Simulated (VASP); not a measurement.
Wanted: the native input for a VASP 6.6.1 run.

```
Task                   : single point
Functional             : PBE
Potentials or basis    : VASP PAW PBE potentials, release 64 (Zn, Cd, Se)
Cutoff                 : 520 eV
k mesh                 : 4 × 4 × 4
Occupations            : gaussian, width 0.1 eV
Spin                   : no spin polarisation
Dipole correction      : no
Further INCAR settings : ALGO = Normal; EDIFF = 1e-06; NBANDS = 56
```

The structure of Zn2Cd3Se5 lies in POSCAR:

```
Zn2Cd3Se5
1.0
    0.0000000000     -4.2304984000      0.0000000000
    4.2304984000      0.0000000000      0.0000000000
   -2.1152492000      2.1152492000     15.1574104000
Zn Cd Se
2 3 5
Direct
    0.9017190000      0.9017190000      0.8034380000
    0.0982810000      0.0982810000      0.1965620000
    0.6965750000      0.6965750000      0.3931500000
    0.3034250000      0.3034250000      0.6068500000
    0.5000000000      0.5000000000      1.0000000000
    0.2500000000      0.7500000000      0.5000000000
    0.8571100000      0.3571100000      0.7142200000
    0.4463280000      0.9463280000      0.8926560000
    0.0536720000      0.5536720000      0.1073440000
    0.6428900000      0.1428900000      0.2857800000
```

These files were run (other wordings do the same):

INCAR

```
SYSTEM = Zn2Cd3Se5
ALGO = Normal
EDIFF = 1E-6
ENCUT = 520
GGA = PE
ISIF = 2
ISMEAR = 0
LASPH = .True.
LCHARG = .False.
LREAL = .False.
LWAVE = .False.
NBANDS = 56
NELM = 80
PREC = Accurate
SIGMA = 0.1
```

KPOINTS

```
k-points
0
Gamma
  4 4 4
  0 0 0
```

Potentials or basis: VASP PAW PBE potentials, release 64 (Zn, Cd, Se).

The run is started by

```bash
$ cat potpaw_PBE.64/Zn/POTCAR potpaw_PBE.64/Cd/POTCAR potpaw_PBE.64/Se/POTCAR > POTCAR
$ mpirun -np 1 vasp_std > vasp.out
```

It gave:

```
Pressure               : 0.3 GPa
Largest force          : 0.022 eV/Å
Band gap on the k mesh : 0.64 eV
```

It took 5.3 min on 1 thread of AMD EPYC 7571 (shared host), peak memory 0.41 GiB.
